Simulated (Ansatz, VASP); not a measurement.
## One calculation of O, two programs

File INCAR:

```
SYSTEM = O
PREC     = Accurate       ! precision mode
ENCUT    = 520            ! plane-wave cutoff, eV
EDIFF    = 1E-6           ! SCF threshold, eV
ISMEAR   = -1             ! smearing method
SIGMA    = 0.08           ! smearing width, eV
LREAL    = .False.        ! projectors in reciprocal space
LASPH    = .True.         ! aspherical terms in the spheres
NELM     = 150            ! most SCF steps
ALGO     = Normal         ! electronic algorithm
ISIF     = 2              ! what is computed and relaxed
LWAVE    = .False.        ! write WAVECAR
LCHARG   = .False.        ! write CHGCAR
ISPIN    = 2              ! spin polarisation
MAGMOM   = 1 -2           ! initial moments
LORBIT   = 11             ! projections on sites
GGA      = PE             ! functional
NBANDS   = 17             ! bands
```

KPOINTS

```
regular mesh
0
Gamma
  17 17 9
  0 0 0
```

File POSCAR:

```
O
1.0
    2.6201771642      0.0000000000      0.0000000000
   -1.3100885821      2.2691399866      0.0000000000
    0.0000000000      0.0000000000      2.6046128253
O
2
Direct
    0.3333333333      0.6666666667      0.2500000000
    0.6666666667      0.3333333333      0.7500000000
```

Input for Ansatz:

```yaml
crystal:
  lattice:
    - [2.6201771642, 0.0, 0.0]
    - [-1.3100885821, 2.2691399866, 0.0]
    - [0.0, 0.0, 2.6046128253]
  atoms:
    - { symbol: O, position: [0.3333333333, 0.6666666667, 0.25], spin: 1.0 }
    - { symbol: O, position: [0.6666666667, 0.3333333333, 0.75], spin: -2.0 }
kpoints:
  mp_grid: { grid: [17, 17, 9] }
scf:
  occupations: { method: fermi_dirac, width: 0.08 }
hamiltonian:
  xc: pbe
  pseudopotentials: { kind: all_electron, lapw: { basis_error: 0.001 } }
output:
  forces: true
  stress: true
  eigenvalues: true
  populations: true
magnetization:
  spin_polarized: true
```

Alike in both runs: task single point; functional PBE; k mesh 17 × 17 × 9; occupations fermi-dirac, width 0.08 eV; collinear spin.

|  | VASP | Ansatz |
| --- | --- | --- |
| version | VASP 6.6.1 | Ansatz 0.2.0 |
| potentials or method | VASP PAW PBE potentials, release 64 (O), cutoff 520 eV | all-electron LAPW, scalar-relativistic |

|  | VASP | Ansatz | Ansatz less VASP |
| --- | --- | --- | --- |
| gap on the k mesh at the Fermi level (eV) | none | none | - |
| pressure (GPa) | 8.2 | 8.5 | +0.27 |
| net moment per atom (μB) | 0.00 | 0.00 | 0.000 |

A gap of «none» marks a metal or a gap that the smearing closes. Ansatz ran all-electron here, and VASP with PAW potentials. Ansatz's warnings: seeded moment not kept.
